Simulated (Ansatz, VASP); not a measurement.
## Cd4SbO: VASP beside Ansatz

```
Cd Sb O
1.0
    -2.96948    2.96948    4.78669
     2.96948   -2.96948    4.78669
     2.96948    2.96948   -4.78669
Cd Sb O
4 1 1
Cartesian
  0.0000 2.9695 2.3933
  2.9695 0.0000 2.3933
  0.0000 0.0000 7.5714
  0.0000 0.0000 2.0020
  0.0000 0.0000 4.7867
  0.0000 0.0000 0.0000
```

Alike in both runs: functional PBE; k mesh 4 × 4 × 4; occupations gaussian, width 0.1 eV; no spin polarisation.

Ansatz relaxed the structure, and its values are those at the end. VASP's run is a single point on that final structure, the one shown.

|  | VASP | Ansatz |
| --- | --- | --- |
| version | VASP 6.6.1 | Ansatz 0.2.0 |
| potentials or method | VASP PAW PBE potentials, release 64 (Cd, Sb, O), cutoff 520 eV | scalar-relativistic, plane waves, PAW |
| valence electrons in the cell | 59 | 101 |

|  | VASP | Ansatz | Ansatz less VASP |
| --- | --- | --- | --- |
| gap on the k mesh at the Fermi level (eV) | none | none | - |
| pressure (GPa) | 0.5 | 0.1 | -0.41 |
| rms of the force components (eV/Å) | 0.077 | 0.001 | -0.0763 |

A gap of «none» marks a metal or a gap that the smearing closes. VASP's potentials hold 59 valence electrons a cell and Ansatz's 101, so a difference there can come from the potentials and not from the codes.

The k mesh is coarse, so the values compare programs but aren't converged. Neither program's run includes spin-orbit coupling.
